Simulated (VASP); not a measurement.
PtSe2: single point with PBE

The system is PtSe2.

```xyz
3
Lattice="4.7470 0.0000 0.0000 0.0000 4.7470 0.0000 0.0000 0.0000 3.7790" Properties=species:S:1:pos:R:3 pbc="T T T"
Pt    2.3735    2.3735    0.0000
Se    0.0000    0.0000    1.0129
Se    0.0000    0.0000    2.7661
```

```json
{
 "Program": "VASP 6.6.1",
 "Task": "single point",
 "Functional": "PBE",
 "Potentials or basis": "VASP PAW PBE potentials, release 64 (Pt, Se)",
 "Cutoff": "520 eV",
 "k mesh": "4 × 4 × 4",
 "Occupations": "gaussian, width 0.1 eV",
 "Spin": "collinear spin, ferromagnetic start",
 "Starting moments": "[1.0, 0.0, 0.0] μB"
}
```

```json
{"Pressure": "37.7 GPa", "Largest force": "16.523 eV/Å", "Band gap on the k mesh": "zero (filled and empty bands overlap)", "Net moment": "0.02 μB per cell", "Valence electrons inside the program's atomic spheres": "Pt 8.76; Se 4.39"}
```

Forces on the atoms (eV/Å):
```
Pt    0.000   0.000   0.000
Se    0.000   0.000 -16.523
Se    0.000   0.000  16.523
```

Stress tensor (GPa, compression positive):
```
 -7.15   0.00   0.00
  0.00  -7.15   0.00
  0.00   0.00 127.38
```

Levels at points of the mesh, in eV from the Fermi level:
Spin up:
| k point | band 8 | band 9 | band 10 | band 11 | band 12 | band 13 | band 14 | band 15 |
| --- | --- | --- | --- | --- | --- | --- | --- | --- |
| (0.00, 0.00, 0.00) | -1.00 | -0.92 | -0.53 | -0.53 | 2.67 | 2.67 | 4.95 | 6.23 |
| (0.50, 0.00, 0.00) | -0.52 | -0.45 | -0.44 | 0.11 | 1.89 | 2.09 | 2.53 | 4.07 |
| (0.50, 0.50, 0.00) | -0.69 | -0.65 | -0.65 | -0.54 | 2.55 | 2.55 | 4.67 | 4.67 |
| (0.00, 0.00, 0.50) | -0.91 | -0.82 | -0.67 | -0.67 | 0.71 | 1.13 | 3.74 | 5.31 |
| (0.50, 0.00, 0.50) | -0.89 | -0.57 | -0.01 | 0.02 | 2.32 | 2.37 | 3.53 | 4.16 |
| (0.50, 0.50, 0.50) | -0.61 | -0.61 | -0.54 | -0.50 | 1.10 | 2.26 | 3.10 | 5.02 |
Spin down:
```
           k point  band 8  band 9  band 10  band 11  band 12  band 13  band 14  band 15
(0.00, 0.00, 0.00)   -0.99   -0.91    -0.52    -0.52     2.68     2.68     4.95     6.23
(0.50, 0.00, 0.00)   -0.51   -0.45    -0.43     0.12     1.89     2.10     2.53     4.07
(0.50, 0.50, 0.00)   -0.68   -0.64    -0.64    -0.53     2.55     2.55     4.67     4.67
(0.00, 0.00, 0.50)   -0.90   -0.80    -0.67    -0.67     0.72     1.13     3.74     5.31
(0.50, 0.00, 0.50)   -0.89   -0.57     0.00     0.03     2.32     2.37     3.53     4.16
(0.50, 0.50, 0.50)   -0.61   -0.61    -0.53    -0.49     1.11     2.26     3.10     5.03
```

It took 28 s on 1 thread of Intel(R) Xeon(R) 6975P-C (Granite Rapids), with other jobs on the host, peak memory 0.24 GiB.

Caveat: the k points lie up to 0.42 Å⁻¹ apart; spin-orbit coupling is left out, which moves the levels of the heavy elements; forces of over 1 eV/Å act on the atoms, so gaps and moduli don't describe the material at rest.
